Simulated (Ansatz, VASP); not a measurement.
## BiRh: VASP beside Ansatz

```
Bi Rh
1.0
     4.17588    0.00000    0.00000
    -2.08794    3.61642    0.00000
     0.00000    0.00000    5.66300
Bi Rh
2 2
Direct
  0.33333 0.66667 0.25000
  0.66667 0.33333 0.75000
  0.00000 0.00000 0.00000
  0.00000 0.00000 0.50000
```

Change from the starting cell: equal xx and yy strain of +2 %, crystal datasets.

Alike in both runs: task electric field gradients; functional LDA; k mesh 12 × 12 × 7; occupations fermi-dirac, width 0.03 eV; no spin polarisation.

```csv
,VASP,Ansatz
version,VASP 6.6.1,Ansatz 0.2.0
potentials or method,"VASP PAW LDA potentials, release 64 (Bi_d, Rh_pv), cutoff 520 eV","all-electron PAW with datasets made for the crystal, scalar-relativistic"
```

VASP gave:

```
pressure (GPa)                                                : -6.9
traceless stress, the component that is largest in VASP (GPa) : 0.44
size of Vzz on the site where it differs most (V/Å²)          : 46.0
```

Problem. Estimate Ansatz's values.

Solution. Pressure (GPa): -7.2; traceless stress, the component that is largest in VASP (GPa): 0.40; size of Vzz on the site where it differs most (V/Å²): 33.1.

LDA's correlation is that of Perdew and Zunger in VASP and of Perdew and Wang (1992) in Ansatz. Ansatz ran all-electron here, and VASP with PAW potentials.

Spin-orbit coupling is off throughout.
